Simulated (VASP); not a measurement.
# CdSe (I-43m) in VASP: notebook

CdSe is run at these levels: PBE; tasks: single point, relaxation of cell and atoms.

All numbers are computed with VASP 6.6.1; they aren't measurements. Logs are shortened: lines on timing, memory, paths and dates and some standing lists are left out, and cuts for length are marked.

**1. The cell of the first run**

The structure is cubic, space group I-43m (No. 217). Conventional cell: a = 8.137 Å, b = 8.137 Å, c = 8.137 Å, α = 90.00°, β = 90.00°, γ = 90.00°. Within 3.4 Å of Cd (site symmetry 3m) lie 4 Se at 2.58 Å. Se (site symmetry 3m) has 4 Cd at 2.58 Å within 3.4 Å.

The cell was generated, and may not be a known phase.

**2. Single point, PBE**

The input, INCAR:

```
PREC     = Accurate       # precision mode
ENCUT    = 500            # plane-wave cutoff, eV
EDIFF    = 1E-6           # SCF threshold, eV
ISMEAR   = 0              # smearing method
SIGMA    = 0.1            # smearing width, eV
LREAL    = False          # projectors in reciprocal space
LASPH    = True           # aspherical terms in the spheres
NELM     = 120            # most SCF steps
ALGO     = Normal         # electronic algorithm
ISIF     = 2              # what is computed and relaxed
LWAVE    = False          # write WAVECAR
LCHARG   = True           # write CHGCAR
GGA      = PE             # functional
LELF     = True           # ELF
LVHAR    = True         
NBANDS   = 46             # bands
GGA_COMPAT= False
```

The input, KPOINTS:

```
Automatic mesh
0
Gamma
  4 4 4
```

The input, POSCAR:

```
CdSe
1.0
   -4.0683908300      4.0683908300      4.0683908300
    4.0683908300     -4.0683908300      4.0683908300
    4.0683908300      4.0683908300     -4.0683908300
Cd Se
4 4
Direct
    0.3171980400      0.3171980400      0.3171980400
    0.0000000000      0.0000000000      0.6828019600
    0.0000000000      0.6828019600      0.0000000000
    0.6828019600      0.0000000000      0.0000000000
    0.6828019600      0.6828019600      0.6828019600
    0.0000000000      0.0000000000      0.3171980400
    0.0000000000      0.3171980400      0.0000000000
    0.3171980400      0.0000000000      0.0000000000
```

Potentials or basis: VASP PAW PBE potentials, release 64 (Cd, Se).

Started as:

```
$ cat potpaw_PBE.64/Cd/POTCAR potpaw_PBE.64/Se/POTCAR > POTCAR
$ mpirun -np 1 vasp_std > vasp.out
```

OUTCAR:

```text
PREC = Accurate
   ENCUT = 500
   EDIFF = 1E-6
   ISMEAR = 0
   LREAL = False
   LASPH = True
   NELM = 120
   ISIF = 2
   GGA = PE

 ion  position               nearest neighbor table
   1  0.317  0.317  0.317-   5 2.58   6 2.58   7 2.58   8 2.58   2 3.65   3 3.65   4 3.65
   2  0.000  0.000  0.683-   6 2.58   5 2.58   7 2.58   8 2.58   3 3.65   4 3.65   1 3.65
   3  0.000  0.683  0.000-   7 2.58   6 2.58   5 2.58   8 2.58   2 3.65   4 3.65   1 3.65
   4  0.683  0.000  0.000-   8 2.58   6 2.58   7 2.58   5 2.58   2 3.65   3 3.65   1 3.65
   5  0.683  0.683  0.683-   1 2.58   2 2.58   3 2.58   4 2.58
   6  0.000  0.000  0.317-   2 2.58   1 2.58   3 2.58   4 2.58
   7  0.000  0.317  0.000-   3 2.58   2 2.58   1 2.58   4 2.58
   8  0.317  0.000  0.000-   4 2.58   2 2.58   3 2.58   1 2.58

  LATTYP: Found a body centered cubic cell.
 ALAT       =     8.1367816600

  Lattice vectors:

 A1 = (  -4.0683908300,   4.0683908300,   4.0683908300)
 A2 = (   4.0683908300,  -4.0683908300,   4.0683908300)
 A3 = (   4.0683908300,   4.0683908300,  -4.0683908300)

Analysis of symmetry for initial positions (statically):
=====================================================================
 Subroutine PRICEL returns:
 Original cell was already a primitive cell.

 Routine SETGRP: Setting up the symmetry group for a
 body centered cubic supercell.

 Subroutine GETGRP returns: Found 24 space group operations
 (whereof 24 operations were pure point group operations)
 out of a pool of 48 trial point group operations.

The static configuration has the point symmetry T_d .

Analysis of symmetry for dynamics (positions and initial velocities):
=====================================================================
 Subroutine PRICEL returns:
 Original cell was already a primitive cell.

 Routine SETGRP: Setting up the symmetry group for a
 body centered cubic supercell.

 Subroutine GETGRP returns: Found 24 space group operations
 (whereof 24 operations were pure point group operations)
 out of a pool of 48 trial point group operations.

The dynamic configuration has the point symmetry T_d .

 Subroutine INISYM returns: Found 24 space group operations
 (whereof 24 operations are pure point group operations),
 and found     1 'primitive' translations

----------------------------------------------------------------------------------------

                                     Primitive cell

  volume of cell :     269.3568

  direct lattice vectors                    reciprocal lattice vectors
    -4.068390830  4.068390830  4.068390830     0.000000000  0.122898714  0.122898714
     4.068390830 -4.068390830  4.068390830     0.122898714  0.000000000  0.122898714
     4.068390830  4.068390830 -4.068390830     0.122898714  0.122898714  0.000000000

  length of vectors
     7.046659623  7.046659623  7.046659623     0.173805028  0.173805028  0.173805028

  position of ions in fractional coordinates (direct lattice)
     0.317198040  0.317198040  0.317198040
     0.000000000  0.000000000  0.682801960
     0.000000000  0.682801960  0.000000000
     0.682801960  0.000000000  0.000000000
     0.682801960  0.682801960  0.682801960
     0.000000000  0.000000000  0.317198040
     0.000000000  0.317198040  0.000000000
     0.317198040  0.000000000  0.000000000

  ion indices of the primitive-cell ions
   primitive index   ion index
                 1           1
                 2           2
                 3           3
                 4           4
                 5           5
                 6           6
                 7           7
                 8           8

----------------------------------------------------------------------------------------

 KPOINTS: Automatic mesh

Automatic generation of k-mesh.
 Grid dimensions read from file:
 generate k-points for:    4    4    4

 Generating k-lattice:

  Cartesian coordinates                     Fractional coordinates (reciprocal lattice)
     0.000000000  0.030724678  0.030724678     0.250000000  0.000000000  0.000000000
[... 46 lines left out ...]
 non-spin polarized calculation
 Gauss-broadening in eV      SIGMA  =   0.10
  energy-cutoff  :      500.00
  volume of cell :      269.36
 maximum number of plane-waves:      6852
 NGX is ok and might be reduce to    54
   NGX = 25   NGY = 25   NGZ = 25

 number of electron      72.0000006 magnetization

 Free energy of the ion-electron system (eV)
  ---------------------------------------------------
  ext. energy  EPLUGINS =         0.00000000
  ---------------------------------------------------
  free energy    TOTEN  =       -20.19149482 eV

  energy without entropy =      -20.19149482  energy(sigma->0) =      -20.19149482

 E-fermi :   0.3075     XC(G=0):  -7.6976

 val. band max:       -0.1854320002   @ k =   0.0000   0.0000   0.0000
 cond. band min:       1.0222674460   @ k =   0.0000   0.0000   0.0000
 fundamental gap:      1.2076994462
 Fermi energy:         0.3074632691

 k-point     1 :       0.0000    0.0000    0.0000
  band No.  band energies     occupation
      1     -13.0216      2.00000
      2     -12.2808      2.00000
      3     -12.2808      2.00000
      4     -12.2808      2.00000
      5      -8.1644      2.00000
      6      -8.1644      2.00000
[... 38 lines left out ...]
     45       6.1400      0.00000
     46       6.4711      0.00000

 k-point     2 :       0.2500    0.0000    0.0000
  band No.  band energies     occupation
      1     -12.9434      2.00000
      2     -12.3388      2.00000
      3     -12.3140      2.00000
      4     -12.2814      2.00000
      5      -8.2243      2.00000
      6      -8.1598      2.00000
[... 38 lines left out ...]
     45       6.1010      0.00000
     46       6.1992      0.00000

 k-point     3 :       0.5000    0.0000    0.0000
  band No.  band energies     occupation
      1     -12.8383      2.00000
      2     -12.4279      2.00000
      3     -12.3431      2.00000
      4     -12.2820      2.00000
      5      -8.2701      2.00000
      6      -8.1523      2.00000
[... 234 lines left out ...]
     45       5.8958      0.00000
     46       6.1954      0.00000

 k-point     8 :       0.5000    0.5000    0.5000
  band No.  band energies     occupation
      1     -12.6218      2.00000
      2     -12.4274      2.00000
      3     -12.4274      2.00000
      4     -12.4274      2.00000
      5      -8.5011      2.00000
      6      -7.9835      2.00000
[... 38 lines left out ...]
     45       5.9027      0.00000
     46       6.2846      0.00000

------------------------ aborting loop because EDIFF is reached ----------------------------------------

  FORCE on cell =-STRESS in cart. coord.  units (eV):
  Direction    XX          YY          ZZ          XY          YZ          ZX
  --------------------------------------------------------------------------------------
  -------------------------------------------------------------------------------------
  Total       11.0567752     11.0567752     11.0567752     -0.0000000      0.0000000      0.0000000
  in kB       65.7674601     65.7674601     65.7674601     -0.0000000      0.0000000      0.0000000
  external PRESSURE =      65.7674601 kB  Pullay stress =       0.0000000 kB

 VOLUME and BASIS-vectors are now :
 -----------------------------------------------------------------------------
  energy-cutoff  :      500.00
  volume of cell :      269.36
      direct lattice vectors                 reciprocal lattice vectors
    -4.068390830  4.068390830  4.068390830     0.000000000  0.122898714  0.122898714
     4.068390830 -4.068390830  4.068390830     0.122898714  0.000000000  0.122898714
     4.068390830  4.068390830 -4.068390830     0.122898714  0.122898714  0.000000000

 POSITION                                       TOTAL-FORCE (eV/Angst)
 -----------------------------------------------------------------------------------
      1.29049      1.29049      1.29049         0.725703      0.725703      0.725703
      2.77791      2.77791     -2.77791        -0.725703     -0.725703      0.725703
      2.77791     -2.77791      2.77791        -0.725703      0.725703     -0.725703
     -2.77791      2.77791      2.77791         0.725703     -0.725703     -0.725703
      2.77791      2.77791      2.77791        -0.996484     -0.996484     -0.996484
      1.29049      1.29049     -1.29049         0.996484      0.996484     -0.996484
      1.29049     -1.29049      1.29049         0.996484     -0.996484      0.996484
     -1.29049      1.29049      1.29049        -0.996484      0.996484      0.996484
 -----------------------------------------------------------------------------------
    total drift:                               -0.000008     -0.000008     -0.000012

  FREE ENERGIE OF THE ION-ELECTRON SYSTEM (eV)
  ---------------------------------------------------
  free  energy   TOTEN  =       -20.1914948161 eV

  energy  without entropy=      -20.1914948161  energy(sigma->0) =      -20.19149482
```

It took 71 s on 1 thread of Intel Xeon 6975P-C (Granite Rapids), shared host; peak memory 0.42 GiB.

Results:

* Free energy: -20.1915 eV
* Pressure: 6.6 GPa
* Largest force: 1.726 eV/Å
* Band gap on the k mesh: 1.21 eV

Forces on the atoms (eV/Å):
```
Cd   0.726  0.726  0.726
Cd  -0.726 -0.726  0.726
Cd  -0.726  0.726 -0.726
Cd   0.726 -0.726 -0.726
Se  -0.996 -0.996 -0.996
Se   0.996  0.996 -0.996
Se   0.996 -0.996  0.996
Se  -0.996  0.996  0.996
```

Levels at points of the mesh, in eV from the valence-band top:
| k point | band 34 | band 35 | band 36 | band 37 | band 38 | band 39 |
| --- | --- | --- | --- | --- | --- | --- |
| (0.00, 0.00, 0.00) | 0.00 | 0.00 | 0.00 | 1.21 | 4.15 | 4.15 |
| (0.50, 0.00, 0.00) | -0.72 | -0.43 | -0.30 | 3.03 | 3.71 | 3.76 |
| (0.50, 0.50, 0.50) | -0.09 | -0.09 | -0.09 | 3.41 | 3.57 | 3.57 |

Caveat: the cell stands under pressure; forces of over 1 eV/Å act on the atoms, so gaps and moduli don't describe the material at rest.

**3. Single point, PBE**

This run uses another cell than the first one, of 37.99 Å³/atom.

The input, INCAR:

```
  ALGO = Normal
  EDIFF = 1E-6
  ENCUT = 500
  GGA = PE
  GGA_COMPAT = F
  ISIF = 2
  ISMEAR = 0
  LASPH = T
  LCHARG = F
  LREAL = F
  LWAVE = F
  NBANDS = 46
  NELM = 120
  PREC = Accurate
  SIGMA = 0.1
```

The input, KPOINTS:

```
k-points
0
Gamma
  4 4 4
```

The input, POSCAR:

```
CdSe
1.0
   -4.2356062823      4.2356062823      4.2356062823
    4.2356062823     -4.2356062823      4.2356062823
    4.2356062823      4.2356062823     -4.2356062823
Cd Se
4 4
Direct
    0.3180547206      0.3180547206      0.3180547206
    0.0000000000      0.0000000000      0.6819452794
    0.0000000000      0.6819452794      0.0000000000
    0.6819452794      0.0000000000      0.0000000000
    0.6729878782      0.6729878782      0.6729878782
    0.0000000000      0.0000000000      0.3270121218
    0.0000000000      0.3270121218      0.0000000000
    0.3270121218      0.0000000000      0.0000000000
```

Potentials or basis: VASP PAW PBE potentials, release 64 (Cd, Se).

Started as:

```
$ cat potpaw_PBE.64/Cd/POTCAR potpaw_PBE.64/Se/POTCAR > POTCAR
$ mpirun -np 1 vasp_std > vasp.out
```

Wall time 70 s (1 thread of Intel Xeon 6975P-C (Granite Rapids), shared host); peak memory 0.42 GiB.

Results (log left out):

```yaml
Free_energy: -21.0678 eV
Pressure: 0.1 GPa
Largest_force: 0.044 eV/Å
Band_gap_on_the_k_mesh: 0.90 eV (least direct gap 0.94 eV)
```

Forces in eV/Å, atoms in the order of the input:
```
Cd   0.019  0.019  0.019
Cd  -0.019 -0.019  0.019
Cd  -0.019  0.019 -0.019
Cd   0.019 -0.019 -0.019
Se  -0.025 -0.025 -0.025
Se   0.025  0.025 -0.025
Se   0.025 -0.025  0.025
Se  -0.025  0.025  0.025
```

Levels at points of the mesh, in eV from the valence-band top:
| k point | band 33 | band 34 | band 35 | band 36 | band 37 | band 38 | band 39 | band 40 |
| --- | --- | --- | --- | --- | --- | --- | --- | --- |
| (0.00, 0.00, 0.00) | -0.89 | -0.04 | -0.04 | -0.04 | 0.90 | 3.93 | 3.93 | 3.93 |
| (0.50, 0.00, 0.00) | -0.86 | -0.53 | -0.30 | -0.28 | 2.69 | 3.40 | 3.54 | 4.25 |
| (0.50, 0.50, 0.50) | -1.40 | 0.00 | 0.00 | 0.00 | 3.09 | 3.09 | 3.09 | 3.77 |

**4. Single point, PBE**

This run uses another cell than the first one, of 37.84 Å³/atom.

The input, INCAR:

```
SYSTEM = CdSe
ALGO = Normal ; EDIFF = 1E-6
ENCUT = 500 ; GGA = PE
GGA_COMPAT = .FALSE. ; ISIF = 2
ISMEAR = 0 ; LASPH = .TRUE.
LCHARG = .FALSE. ; LREAL = .FALSE.
LWAVE = .FALSE. ; NBANDS = 46
NELM = 120 ; PREC = Accurate
SIGMA = 0.02
```

The input, KPOINTS:

```
k-points
0
G
  6 6 6
  0 0 0
```

The input, POSCAR:

```
CdSe
1.0
   -4.2299569030      4.2299569030      4.2299569030
    4.2299569030     -4.2299569030      4.2299569030
    4.2299569030      4.2299569030     -4.2299569030
Cd Se
4 4
Direct
    0.3182396670      0.3182396670      0.3182396670
    0.0000000000      0.0000000000      0.6817603330
    0.0000000000      0.6817603330      0.0000000000
    0.6817603330      0.0000000000      0.0000000000
    0.6726571705      0.6726571705      0.6726571705
    0.0000000000      0.0000000000      0.3273428295
    0.0000000000      0.3273428295      0.0000000000
    0.3273428295      0.0000000000      0.0000000000
```

Started as:

```
$ cat potpaw_PBE.64/Cd/POTCAR potpaw_PBE.64/Se/POTCAR > POTCAR
$ mpirun -np 1 vasp_std > vasp.out
```

It took 2.1 min on 1 thread of Intel Xeon 6975P-C (Granite Rapids), shared host; peak memory 0.47 GiB.

Results (log left out):

| Property | Result |
| --- | --- |
| Free energy | -21.0691 eV |
| Pressure | 0.2 GPa |
| Largest force | 0.013 eV/Å |
| Band gap on the k mesh | 0.91 eV (least direct gap 0.95 eV) |

Forces on the atoms (eV/Å):
```
Cd   0.007  0.007  0.007
Cd  -0.007 -0.007  0.007
Cd  -0.007  0.007 -0.007
Cd   0.007 -0.007 -0.007
Se  -0.007 -0.007 -0.007
Se   0.007  0.007 -0.007
Se   0.007 -0.007  0.007
Se  -0.007  0.007  0.007
```

Levels at points of the mesh, in eV from the valence-band top:
```tsv
k point	band 34	band 35	band 36	band 37	band 38	band 39
(0.00, 0.00, 0.00)	-0.04	-0.04	-0.04	0.91	3.94	3.94
(0.50, 0.00, 0.00)	-0.54	-0.30	-0.28	2.70	3.40	3.55
(0.50, 0.50, 0.50)	0.00	0.00	0.00	3.09	3.09	3.09
```

A k mesh can miss the band edges.

**5. Relaxation of cell and atoms, PBE**

The input, INCAR:

```
SYSTEM = CdSe
PREC     = Accurate       ! precision mode
ENCUT    = 500            ! plane-wave cutoff, eV
EDIFF    = 1E-7           ! SCF threshold, eV
ISMEAR   = 0              ! smearing method
SIGMA    = 0.1            ! smearing width, eV
LREAL    = .FALSE.        ! projectors in reciprocal space
LASPH    = .TRUE.         ! aspherical terms in the spheres
NELM     = 120            ! most SCF steps
ALGO     = Normal         ! electronic algorithm
ISIF     = 3              ! what is computed and relaxed
LWAVE    = .FALSE.        ! write WAVECAR
LCHARG   = .FALSE.        ! write CHGCAR
GGA      = PE             ! functional
IBRION   = 2              ! ionic algorithm
NSW      = 90             ! ionic steps
EDIFFG   = -0.04          ! ionic threshold
GGA_COMPAT= .FALSE.      
NELMIN   = 4
```

The input, KPOINTS:

```
regular mesh
0
G
  4 4 4
  0 0 0
```

The input, POSCAR:

```
CdSe
1.0
   -4.0683908300      4.0683908300      4.0683908300
    4.0683908300     -4.0683908300      4.0683908300
    4.0683908300      4.0683908300     -4.0683908300
Cd Se
4 4
Direct
    0.3171980400      0.3171980400      0.3171980400
    0.0000000000      0.0000000000      0.6828019600
    0.0000000000      0.6828019600      0.0000000000
    0.6828019600      0.0000000000      0.0000000000
    0.6828019600      0.6828019600      0.6828019600
    0.0000000000      0.0000000000      0.3171980400
    0.0000000000      0.3171980400      0.0000000000
    0.3171980400      0.0000000000      0.0000000000
```

Started as:

```
$ cat potpaw_PBE.64/Cd/POTCAR potpaw_PBE.64/Se/POTCAR > POTCAR
$ mpirun -np 1 vasp_std > vasp.out
```

Wall time 6.6 min (1 thread of Intel Xeon 6975P-C (Granite Rapids), shared host); peak memory 0.45 GiB.

The run converged. Its results:

* Free energy: -21.0612 eV
* Relaxed volume: 37.93 Å³/atom
* Relaxed cell: a = 7.332 Å, b = 7.332 Å, c = 7.332 Å, α = 109.47°, β = 109.47°, γ = 109.47°
* Space group after relaxing (to 0.1 Å): I-43m (No. 217)
* Energy gained by relaxing: 108.7 meV/atom
* Ionic steps: 9
* Pressure after relaxing: 0.1 GPa
* Largest force after relaxing: 0.010 eV/Å
* Band gap on the k mesh: 0.90 eV (least direct gap 0.95 eV)

Forces on the atoms (eV/Å):
```
Cd  -0.006 -0.006 -0.006
Cd   0.006  0.006 -0.006
Cd   0.006 -0.006  0.006
Cd  -0.006  0.006  0.006
Se   0.005  0.005  0.005
Se  -0.005 -0.005  0.005
Se  -0.005  0.005 -0.005
Se   0.005 -0.005 -0.005
```

Step by step:
```csv
step,energy change (eV),largest force (eV/Å),pressure (GPa),volume (Å³)
1,0.0000,1.7260,6.59,269.36
2,-0.6136,0.5993,-2.27,327.01
3,-0.8639,0.0962,0.02,303.68
4,-0.8638,0.0787,0.11,302.97
5,-0.8652,0.0518,0.06,303.51
6,-0.8663,0.0924,-0.04,304.58
7,-0.8676,0.0626,-0.05,304.61
8,-0.8692,0.0401,-0.09,304.69
9,-0.8697,0.0102,0.06,303.46
```

Final structure:
```yaml
crystal:
  lattice:
    - [-4.23332, 4.23332, 4.23332]
    - [4.23332, -4.23332, 4.23332]
    - [4.23332, 4.23332, -4.23332]
  atoms:
    - { symbol: Cd, position: [0.31865, 0.31865, 0.31865] }
    - { symbol: Cd, position: [0.00000, 0.00000, 0.68136] }
    - { symbol: Cd, position: [0.00000, 0.68136, 0.00000] }
    - { symbol: Cd, position: [0.68136, 0.00000, 0.00000] }
    - { symbol: Se, position: [0.67274, 0.67274, 0.67274] }
    - { symbol: Se, position: [0.00000, 0.00000, 0.32726] }
    - { symbol: Se, position: [0.00000, 0.32726, 0.00000] }
    - { symbol: Se, position: [0.32726, 0.00000, 0.00000] }
```

Levels at points of the mesh, in eV from the valence-band top:
```csv
k point,band 34,band 35,band 36,band 37,band 38,band 39
"(0.00, 0.00, 0.00)",-0.04,-0.04,-0.04,0.90,3.93,3.93
"(0.50, 0.00, 0.00)",-0.54,-0.31,-0.28,2.69,3.39,3.54
"(0.50, 0.50, 0.50)",0.00,0.00,0.00,3.08,3.08,3.08
```

**6. Overview**

```tsv
task	cell	k mesh	smearing	gap on the mesh (eV)	pressure (GPa)	largest force (eV/Å)
single point	a = 7.047 Å, angles 109.5°, 8 atoms, atomic positions A	4 × 4 × 4	gaussian 0.1 eV	1.21	6.6	1.73
single point	a = 7.336 Å, angles 109.5°, 8 atoms, atomic positions B	4 × 4 × 4	gaussian 0.1 eV	0.90	0.1	0.04
single point	a = 7.327 Å, angles 109.5°, 8 atoms, atomic positions C	6 × 6 × 6	gaussian 0.02 eV	0.91	0.2	0.01
relaxation of cell and atoms	relaxed from a = 7.047 Å, angles 109.5°, 8 atoms, atomic positions A	4 × 4 × 4	gaussian 0.1 eV	0.90	0.1	0.01
```

Alike in all rows: level PBE; potentials or basis VASP PAW PBE potentials, release 64 (Cd, Se); no spin polarisation; cutoff (eV) 500.

Caveats: the cell stands under pressure (at least some runs); forces of over 1 eV/Å act on the atoms, so gaps and moduli don't describe the material at rest (at least some runs).

Total energies depend on the potentials used, so only differences within one code and one set of settings carry meaning.
